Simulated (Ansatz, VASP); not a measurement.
One calculation of Cd3AsN, two programs

The input INCAR:

```
ALGO = Normal ; EDIFF = 1E-6
ENCUT = 600 ; GGA = PS
GGA_COMPAT = False ; ISIF = 2
ISMEAR = 0 ; LASPH = True
LCHARG = True ; LELF = True
LREAL = False ; LVHAR = True
LWAVE = False ; NBANDS = 31
NELM = 120 ; PREC = Accurate
SIGMA = 0.05
```

Contents of KPOINTS:

```
k-points
0
Gamma
  4 4 4
```

POSCAR

```
Cd3AsN
1.0
    4.9000000000      0.0000000000      0.0000000000
    0.0000000000      4.9000000000      0.0000000000
    0.0000000000      0.0000000000      4.9000000000
As N Cd
1 1 3
Direct
    0.0000000000      0.0000000000      0.0000000000
    0.5000000000      0.5000000000      0.5000000000
    0.5000000000      0.5000000000      0.0000000000
    0.5000000000      0.0000000000      0.5000000000
    0.0000000000      0.5000000000      0.5000000000
```

Input for Ansatz:

```yaml
crystal:
  lattice:
    - [4.9, 0.0, 0.0]
    - [0.0, 4.9, 0.0]
    - [0.0, 0.0, 4.9]
  atoms:
    - { symbol: As, position: [0.0, 0.0, 0.0] }
    - { symbol: "N", position: [0.5, 0.5, 0.5] }
    - { symbol: Cd, position: [0.5, 0.5, 0.0] }
    - { symbol: Cd, position: [0.5, 0.0, 0.5] }
    - { symbol: Cd, position: [0.0, 0.5, 0.5] }
basis:
  ecutwfc: 420
kpoints:
  mp_grid: { grid: [4, 4, 4] }
hamiltonian:
  xc: pbesol
scf:
  occupations: { method: gaussian, width: 0.05 }
output:
  forces: true
  stress: true
  eigenvalues: true
```

Alike in both runs: task single point; functional PBEsol; k mesh 4 × 4 × 4; occupations gaussian, width 0.05 eV; no spin polarisation.

|  | VASP | Ansatz |
| --- | --- | --- |
| version | VASP 6.6.1 | Ansatz 0.2.0 |
| potentials or method | VASP PAW PBE potentials, release 64 (As, N, Cd), cutoff 600 eV | scalar-relativistic, plane waves, PAW |
| valence electrons in the cell | 46 | 80 |

Ansatz gave:

- gap on the k mesh at the Fermi level (eV): none
- pressure (GPa): -12.5

Estimate VASP's values.

gap on the k mesh at the Fermi level (eV): none; pressure (GPa): -12.3.

VASP's potentials were made for PBE, not for PBEsol. A gap of «none» marks a metal or a gap that the smearing closes. The functional is the same, so the differences come from potentials, cutoffs and numerics. VASP's potentials hold 46 valence electrons a cell and Ansatz's 80, so a difference there can come from the potentials and not from the codes.
